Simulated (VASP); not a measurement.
Wanted: the native input for a VASP 6.6.1 run.

| Item | Value |
| --- | --- |
| Task | single point |
| Functional | PBE |
| Potentials or basis | VASP PAW PBE potentials, release 64 (Br) |
| Cutoff | 500 eV |
| k mesh | 11 × 11 × 11 |
| Occupations | fermi-dirac, width 0.02 eV |
| Spin | no spin polarisation |
| Dipole correction | no |
| Further INCAR settings | ALGO = Normal; EDIFF = 1e-06; NBANDS = 14 |

The structure of Br lies in POSCAR:

```
Br
1.0
    0.0000000000      3.0754931344      3.0754931344
    3.0754931344      0.0000000000      3.0754931344
    3.0754931344      3.0754931344      0.0000000000
Br
2
Direct
    1.0000000000      1.0000000000      1.0000000000
    0.2500000000      0.2500000000      0.2500000000
```

The input as run:

INCAR

```
PREC = Accurate ; ENCUT = 500
EDIFF = 1E-6 ; ISMEAR = -1
SIGMA = 0.02 ; LREAL = F
LASPH = T ; NELM = 120
ALGO = Normal ; ISIF = 2
LWAVE = F ; LCHARG = F
GGA = PE ; NBANDS = 14
GGA_COMPAT = F
```

KPOINTS

```
regular mesh
0
Gamma
  11 11 11
```

Potentials or basis: VASP PAW PBE potentials, release 64 (Br).

Run with:

```sh
$ cat potpaw_PBE.64/Br/POTCAR > POTCAR
$ mpirun -np 1 vasp_std > vasp.out
```

Results of the run:

```
Pressure               : 15.0 GPa
Band gap on the k mesh : zero (bands 7 and 8 overlap by 2.50 eV)
```

Caveat: the cell stands under pressure.

Run time: 16 s on 1 thread of AMD EPYC 9R45 96-Core Processor (Zen 5), on a shared host, peak memory 0.15 GiB.
